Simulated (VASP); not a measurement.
Input of a VASP 6.6.1 run:

INCAR

```
ALGO = Normal
EDIFF = 1E-6
ENCUT = 520
GGA = PE
ISIF = 2
ISMEAR = 0
LASPH = T
LCHARG = T
LELF = T
LREAL = F
LVHAR = T
LWAVE = F
NBANDS = 56
NELM = 100
PREC = Accurate
SIGMA = 0.02
```

KPOINTS

```
k-points
0
Gamma
  6 6 6
```

Contents of POSCAR:

```
HfO2
1.0
    5.1608408625      0.0000000000     -0.0153390586
    0.0000000000      5.2121898913      0.0000000000
   -0.8814769871      0.0000000000      5.2787237380
Hf O
4 8
Direct
    0.2757243771      0.0428613274      0.2084023826
    0.7242756229      0.5428613274      0.2915976174
    0.7242756229      0.9571386726      0.7915976174
    0.2757243771      0.4571386726      0.7084023826
    0.4491331776      0.7572235638      0.4767005036
    0.5508668224      0.2572235638      0.0232994964
    0.5508668224      0.2427764362      0.5232994964
    0.4491331776      0.7427764362      0.9767005036
    0.0672019312      0.3287421748      0.3483696698
    0.9327980688      0.8287421748      0.1516303302
    0.9327980688      0.6712578252      0.6516303302
    0.0672019312      0.1712578252      0.8483696698
```

Potentials or basis: VASP PAW PBE potentials, release 64 (Hf_pv, O).

Command:

```console
$ cat potpaw_PBE.64/Hf_pv/POTCAR potpaw_PBE.64/O/POTCAR > POTCAR
$ mpirun -np 1 vasp_std > vasp.out
```

Problem. Estimate the band gap on the k mesh.

Solution. 4.00 eV, indirect (least direct gap 4.08 eV).

Problem. Estimate the largest force.

Solution. 0.081 eV/Å.

Problem. Estimate the pressure.

Solution. -3.0 GPa.

Stress tensor (GPa, compression positive):
```
-3.03  0.00 -0.20
 0.00 -3.05  0.00
-0.20  0.00 -3.04
```

Caveat: spin-orbit coupling is left out, which moves the levels of the heavy elements. As with any semilocal functional, this PBE gap is likely too small.
